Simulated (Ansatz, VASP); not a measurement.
One calculation of GeS, two programs

```
Ge S
1.0
    10.77404    0.00000    0.00000
     0.00000    3.66784    0.00000
     0.00000    0.00000    4.45128
Ge S
4 4
Direct
  0.12578 0.25000 0.63485
  0.87422 0.75000 0.36515
  0.37422 0.75000 0.13485
  0.62578 0.25000 0.86515
  0.84710 0.25000 0.00281
  0.15290 0.75000 0.99719
  0.65290 0.75000 0.50281
  0.34710 0.25000 0.49719
```

Alike in both runs: task single point; functional r2SCAN; k mesh 4 × 8 × 6; occupations gaussian, width 0.02 eV; no spin polarisation.

```csv
,VASP,Ansatz
version,VASP 6.6.1,Ansatz 0.2.0
potentials or method,"VASP PAW PBE potentials, release 64 (Ge_d, S), cutoff 550 eV","scalar-relativistic, plane waves, PAW"
valence electrons in the cell,80,80
```

|  | VASP | Ansatz | Ansatz less VASP |
| --- | --- | --- | --- |
| gap on the k mesh at the Fermi level (eV) | 1.45 | 1.45 | -0.001 |
| least direct gap on the mesh (eV) | 1.45 | 1.45 | -0.001 |
| pressure (GPa) | -1.5 | -1.5 | +0.03 |
| traceless stress, the component that is largest in VASP (GPa) | -0.43 | -0.40 | +0.029 |
| rms of the force components (eV/Å) | 0.146 | 0.145 | -0.0007 |

VASP's potentials were made for PBE, not for r2SCAN. Atom by atom the forces differ by 0.005 eV/Å (rms over components). With one functional, cell and mesh, what is left measures potentials, basis and numerics.
